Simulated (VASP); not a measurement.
# W12S in VASP: single point with PBE

Aim: the single point of W12S with PBE.

Program: VASP 6.6.1. These are calculated values, not measurements. Logs are shortened: lines on timing, memory, paths and dates and some standing lists are left out, and cuts for length are marked.

## 1. The cell of the first run

The cell holds a slab with vacuum, 13 atoms: a = 5.514 Å, b = 5.514 Å, c = 19.856 Å, α = 90.00°, β = 90.00°, γ = 109.47°.

## 2. Single point, PBE

Input file INCAR:

```
PREC = Accurate
ENCUT = 520
EDIFF = 1E-6
ISMEAR = 0
SIGMA = 0.1
LREAL = F
LASPH = T
NELM = 100
ALGO = Normal
ISIF = 2
LWAVE = F
LCHARG = T
LDIPOL = T
IDIPOL = 3
DIPOL = 0.5 0.5 0.328
GGA = PE
LELF = T
LVHAR = T
LVACPOTAV = T
NBANDS = 99
```

Input file KPOINTS:

```
Automatic mesh
0
Gamma
  5 5 1
```

Input file POSCAR:

```
W12S
1.0
    5.5143287168      0.0000000000      0.0000000000
   -1.8381095723      5.1989589724      0.0000000000
    0.0000000000      0.0000000000     19.8562160940
W S
12 1
Direct
    0.2500000000      0.2500000000      0.2014482508
    0.2500000000      0.7500000000      0.2014482508
    0.7500000000      0.2500000000      0.2014482508
    0.7500000000      0.7500000000      0.2014482508
    0.0000000000      0.0000000000      0.3111437106
    0.0000000000      0.5000000000      0.3111437106
    0.5000000000      0.0000000000      0.3111437106
    0.5000000000      0.5000000000      0.3111437106
    0.2500000000      0.2500000000      0.4208362789
    0.2500000000      0.7500000000      0.4208362789
    0.7500000000      0.2500000000      0.4208362789
    0.7500000000      0.7500000000      0.4208362789
    0.2500000000      0.2500000000      0.5319543159
```

Potentials or basis: VASP PAW PBE potentials, release 64 (W_sv, S).

Launch:

```sh
$ cat potpaw_PBE.64/W_sv/POTCAR potpaw_PBE.64/S/POTCAR > POTCAR
$ mpirun -np 1 vasp_std > vasp.out
```

OUTCAR:

```text
PREC = Accurate
   ENCUT = 520
   EDIFF = 1E-6
   ISMEAR = 0
   LREAL = F
   LASPH = T
   NELM = 100
   ISIF = 2
   GGA = PE

 ion  position               nearest neighbor table
   1  0.250  0.250  0.201-   5 2.70   8 2.70   2 2.76   2 2.76   3 2.76   3 2.76   7 3.13   6 3.13
                             4 3.18   4 3.18
   2  0.250  0.750  0.201-   6 2.70   7 2.70   1 2.76   1 2.76   4 2.76   4 2.76   5 3.13   8 3.13
                             3 3.18   3 3.18
   3  0.750  0.250  0.201-   6 2.70   7 2.70   4 2.76   4 2.76   1 2.76   1 2.76   5 3.13   8 3.13
                             2 3.18   2 3.18
   4  0.750  0.750  0.201-   5 2.70   8 2.70   3 2.76   3 2.76   2 2.76   2 2.76   7 3.13   6 3.13
                             1 3.18   1 3.18
   5  0.000  0.000  0.311-   9 2.70  12 2.70   1 2.70   4 2.70   6 2.76   6 2.76   7 2.76   7 2.76
                            11 3.13  10 3.13   3 3.13   2 3.13   8 3.18   8 3.18
   6  0.000  0.500  0.311-  10 2.70  11 2.70   2 2.70   3 2.70   5 2.76   5 2.76   8 2.76   8 2.76
                             9 3.13  12 3.13   1 3.13   4 3.13   7 3.18   7 3.18
   7  0.500  0.000  0.311-  10 2.70  11 2.70   2 2.70   3 2.70   8 2.76   8 2.76   5 2.76   5 2.76
                             9 3.13  12 3.13   1 3.13   4 3.13   6 3.18   6 3.18
   8  0.500  0.500  0.311-   9 2.70  12 2.70   1 2.70   4 2.70   7 2.76   7 2.76   6 2.76   6 2.76
                            11 3.13  10 3.13   3 3.13   2 3.13   5 3.18   5 3.18
   9  0.250  0.250  0.421-  13 2.21   8 2.70   5 2.70  10 2.76  10 2.76  11 2.76  11 2.76   6 3.13
                             7 3.13  12 3.18  12 3.18
  10  0.250  0.750  0.421-   6 2.70   7 2.70   9 2.76   9 2.76  12 2.76  12 2.76   5 3.13   8 3.13
                            11 3.18  11 3.18
  11  0.750  0.250  0.421-   6 2.70   7 2.70  12 2.76  12 2.76   9 2.76   9 2.76   5 3.13   8 3.13
                            10 3.18  10 3.18
  12  0.750  0.750  0.421-   5 2.70   8 2.70  11 2.76  11 2.76  10 2.76  10 2.76   7 3.13   6 3.13
                             9 3.18   9 3.18
  13  0.250  0.250  0.532-   9 2.21

  LATTYP: Found a base centered orthorhombic cell.
 ALAT       =     6.3673983380
 B/A-ratio  =     1.4142135624
 C/A-ratio  =     3.1184190214

  Lattice vectors:

 A1 = (   5.5143287168,   0.0000000000,   0.0000000000)
 A2 = (  -1.8381095723,   5.1989589724,   0.0000000000)
 A3 = (   0.0000000000,   0.0000000000,  19.8562160940)

Analysis of symmetry for initial positions (statically):
=====================================================================
 Subroutine PRICEL returns:
 Original cell was already a primitive cell.

 Routine SETGRP: Setting up the symmetry group for a
 base centered orthorhombic supercell.

 Subroutine GETGRP returns: Found  4 space group operations
 (whereof  2 operations were pure point group operations)
 out of a pool of  8 trial point group operations.

The static configuration has the point symmetry C_1h.
 The point group associated with its full space group is C_2v.

Analysis of symmetry for dynamics (positions and initial velocities):
=====================================================================
 Subroutine PRICEL returns:
 Original cell was already a primitive cell.

 Routine SETGRP: Setting up the symmetry group for a
 base centered orthorhombic supercell.

 Subroutine GETGRP returns: Found  4 space group operations
 (whereof  2 operations were pure point group operations)
 out of a pool of  8 trial point group operations.

The dynamic configuration has the point symmetry C_1h.
 The point group associated with its full space group is C_2v.

 Subroutine INISYM returns: Found  4 space group operations
 (whereof  2 operations are pure point group operations),
 and found     1 'primitive' translations

----------------------------------------------------------------------------------------

                                     Primitive cell

  volume of cell :     569.2533

  direct lattice vectors                    reciprocal lattice vectors
[... 50 lines left out ...]
     0.000000000  0.038469240  0.000000000     0.000000000  0.200000000  0.000000000
     0.000000000  0.000000000  0.050362063     0.000000000  0.000000000  1.000000000

  Length of vectors
     0.038469240  0.038469240  0.050362063

  Shift w.r.t. Gamma in fractional coordinates (k-lattice)
     0.000000000  0.000000000  0.000000000

 Subroutine IBZKPT returns following result:
 ===========================================

 Found      9 irreducible k-points:

 Following reciprocal coordinates:
            Coordinates               Weight
  0.000000  0.000000  0.000000      1.000000
  0.200000 -0.000000  0.000000      4.000000
  0.400000  0.000000  0.000000      4.000000
  0.200000  0.200000  0.000000      2.000000
  0.400000  0.200000  0.000000      4.000000
 -0.400000  0.200000  0.000000      4.000000
 -0.200000  0.200000  0.000000      2.000000
  0.400000  0.400000  0.000000      2.000000
 -0.400000  0.400000  0.000000      2.000000
   k-points           NKPTS =      9   k-points in BZ     NKDIM =      9   number of bands    NBANDS=     99
   number of dos      NEDOS =    301   number of ions     NIONS =     13
   total plane-waves  NPLWV = 264600
   dimension x,y,z NGX =    42 NGY =   42 NGZ =  150
   dimension x,y,z NGXF=    84 NGYF=   84 NGZF=  300
   ions per type =              12   1
   NGX,Y,Z   is equivalent  to a cutoff of  12.66, 12.66, 12.56 a.u.
   NGXF,Y,Z  is equivalent  to a cutoff of  25.32, 25.32, 25.12 a.u.
 SYSTEM =  unknown system
   PREC   = accura    normal or accurate (medium, high low for compatibility)
   ISTART =      0    job   : 0-new  1-cont  2-samecut
   ICHARG =      2    charge: 1-file 2-atom 10-const
   ISPIN  =      1    spin polarized calculation?
   LNONCOLLINEAR =      F non collinear calculations
   LSORBIT =      F    spin-orbit coupling
   LASPH  =      T    aspherical Exc in radial PAW
   ENCUT  =  520.0 eV  38.22 Ry    6.18 a.u.  10.25 10.25 36.92*2*pi/ulx,y,z
   NELM   =    100;   NELMIN=  2; NELMDL= -5     # of ELM steps
   EDIFF  = 0.1E-05   stopping-criterion for ELM
   LREAL  =      F    real-space projection
   EDIFFG = 0.1E-04   stopping-criterion for IOM
   NSW    =      0    number of steps for IOM
   IBRION =     -1    ionic relax: 0-MD 1-quasi-New 2-CG
   NFREE  =      0    steps in history (QN), initial steepest desc. (CG)
   ISIF   =      2    stress and relaxation
   ISYM   =      2    0-nonsym 1-usesym 2-fastsym
   POTIM  = 0.5000    time-step for ionic-motion
   TEBEG  =    0.0;   TEEND  =   0.0 temperature during run
   PSTRESS=    0.0 pullay stress
   NELECT =     174.0000    total number of electrons
   NUPDOWN=      -1.0000    fix difference up-down
   EMIN   =  10.00;   EMAX   =-10.00  energy-range for DOS
   EFERMI =   0.00;   METHOD = LEGACY
   ISMEAR =     0;   SIGMA  =   0.10  broadening in eV -4-tet -1-fermi 0-gaus
   EFERMI_NEDOS =   21; number of points for ismear=-14 and -15
   IALGO  =     38    algorithm
   IMIX   =      4    mixing-type and parameters
     AMIX     =   0.40;   BMIX     =  1.00
     AMIX_MAG =   1.60;   BMIX_MAG =  1.00
  volume/ion in A,a.u.               =      43.79       295.50
  Fermi-wavevector in a.u.,A,eV,Ry     =   1.102781  2.083955 16.546408  1.216127
  Thomas-Fermi vector in A             =   2.239229
   LORBIT       =      0    0 simple, 1 ext, 2 COOP (PROOUT), +10 PAW based schemes
   GGA     = PE    functional components
   LHFCALC =     F    Hartree Fock is set to
   AEXX    =    0.0000 exact exchange contribution
   IVDW    =     0    specifies the selected vdW correction
   LEPSILON=     F    determine dielectric tensor
   LRPA    =     F    only Hartree local field effects (RPA)
 non-spin polarized calculation
 Gauss-broadening in eV      SIGMA  =   0.10
  energy-cutoff  :      520.00
  volume of cell :      569.25
 maximum number of plane-waves:     15340
 NGX is ok and might be reduce to    42
   NGX = 21   NGY = 21   NGZ = 73

 dipolmoment           0.000000      0.000000     -0.009942 electrons x Angstroem

 number of electron     174.0000030 magnetization

 dipolmoment           0.000000      0.000000      0.033128 electrons x Angstroem

 Free energy of the ion-electron system (eV)
  ---------------------------------------------------
  ext. energy  EPLUGINS =         0.00000000
  ---------------------------------------------------
  free energy    TOTEN  =      -148.72673140 eV

  energy without entropy =     -148.66411034  energy(sigma->0) =     -148.69542087

 E-fermi :   0.9284     XC(G=0):  -5.9608

 val. band max:        0.9275929210   @ k =  -0.2000   0.2000   0.0000
 cond. band min:       0.9429845975   @ k =  -0.4000   0.2000   0.0000
 fundamental gap:      0.0153916765
 Fermi energy:         0.9283610204

 k-point     1 :       0.0000    0.0000    0.0000
  band No.  band energies     occupation
      1     -73.2084      2.00000
      2     -73.1340      2.00000
      3     -73.1041      2.00000
      4     -73.0962      2.00000
      5     -73.0862      2.00000
      6     -73.0561      2.00000
[... 907 lines left out ...]
     98       2.1288      0.00000
     99       2.3030      0.00000

------------------------ aborting loop because EDIFF is reached ----------------------------------------

  FORCE on cell =-STRESS in cart. coord.  units (eV):
  Direction    XX          YY          ZZ          XY          YZ          ZX
  --------------------------------------------------------------------------------------
  -------------------------------------------------------------------------------------
  Total      -10.2192957    -11.9615308      2.5119773     -2.4638925      0.0000000      0.0000000
  in kB      -28.7624592    -33.6660227      7.0700220     -6.9346861      0.0000000      0.0000000
  external PRESSURE =     -18.4528200 kB  Pullay stress =       0.0000000 kB

 VOLUME and BASIS-vectors are now :
 -----------------------------------------------------------------------------
  energy-cutoff  :      520.00
  volume of cell :      569.25
      direct lattice vectors                 reciprocal lattice vectors
     5.514328717  0.000000000  0.000000000     0.181345736  0.064115400  0.000000000
    -1.838109572  5.198958972  0.000000000     0.000000000  0.192346200  0.000000000
     0.000000000  0.000000000 19.856216094     0.000000000  0.000000000  0.050362063

 POSITION                                       TOTAL-FORCE (eV/Angst)
 -----------------------------------------------------------------------------------
      0.91905      1.29974      4.00000         0.000000     -0.000000      0.266336
     -0.00000      3.89922      4.00000         0.000000      0.000000     -0.203844
      3.67622      1.29974      4.00000         0.000000      0.000000     -0.203844
      2.75716      3.89922      4.00000         0.000000      0.000000      0.311332
      0.00000      0.00000      6.17814        -0.294258     -0.416144     -0.748836
     -0.91905      2.59948      6.17814         0.084021     -0.059412     -0.038033
      2.75716      0.00000      6.17814        -0.084021      0.059412     -0.038033
      1.83811      2.59948      6.17814         0.294258      0.416144     -0.748836
      0.91905      1.29974      8.35622         0.000000      0.000000      1.984389
     -0.00000      3.89922      8.35622         0.000000      0.000000      0.029504
      3.67622      1.29974      8.35622         0.000000      0.000000      0.029504
      2.75716      3.89922      8.35622         0.000000     -0.000000     -0.630758
      0.91905      1.29974     10.56260         0.000000      0.000000     -0.008880
 -----------------------------------------------------------------------------------
    total drift:                               -0.000000     -0.000000      0.000975

  FREE ENERGIE OF THE ION-ELECTRON SYSTEM (eV)
  ---------------------------------------------------
  free  energy   TOTEN  =      -148.7267314007 eV

  energy  without entropy=     -148.6641103426  energy(sigma->0) =     -148.69542087

 vacuum level on the upper side and lower side of the slab         6.027         5.818
```

It took 18 min on 1 thread of AMD EPYC 7R43 (Zen 3), shared host; peak memory 0.68 GiB.

What came out:

```yaml
Free_energy: -148.7267 eV
Largest_force: 1.984 eV/Å
Band_gap_on_the_k_mesh: zero (bands 87 and 88 overlap by 1.17 eV)
```

Forces on the atoms (eV/Å):
```
W    0.000  0.000  0.266
W    0.000  0.000 -0.204
W    0.000  0.000 -0.204
W    0.000  0.000  0.311
W   -0.294 -0.416 -0.749
W    0.084 -0.059 -0.038
W   -0.084  0.059 -0.038
W    0.294  0.416 -0.749
W    0.000  0.000  1.984
W    0.000  0.000  0.030
W    0.000  0.000  0.030
W    0.000  0.000 -0.631
S    0.000  0.000 -0.009
```

Caveat: spin-orbit coupling is left out, which moves the levels of the heavy elements.
